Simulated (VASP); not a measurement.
The system is KF.

```
CELL_PARAMETERS angstrom
0.00000 2.67185 2.67185
2.67185 0.00000 2.67185
2.67185 2.67185 0.00000
ATOMIC_POSITIONS crystal
K 0.00000 0.00000 0.00000
F 0.50000 0.50000 0.50000
```

Base run:

* Program: VASP 6.6.1
* Functional: r2SCAN
* Potentials or basis: VASP PAW PBE potentials, release 64 (K_sv, F)
* Cutoff: 520 eV
* k mesh: 9 × 9 × 9
* Occupations: fermi-dirac, width 0.05 eV
* Spin: no spin polarisation

Its results: band gap on the k mesh 6.83 eV; pressure -0.5 GPa.

The run is repeated on the same cell with these changes: functional from r2SCAN to PBE-based screened hybrid with 50 % exact exchange; k mesh from 9 × 9 × 9 to 5 × 5 × 5. What comes out?

Band gap on the k mesh 10.29 eV; pressure -0.3 GPa.

Several settings changed at once.

Caveats: the PAW data sets were made with another functional, which shifts forces and pressure a little; an odd mesh through Γ misses points on the zone boundary, where band edges can lie (at least some runs).
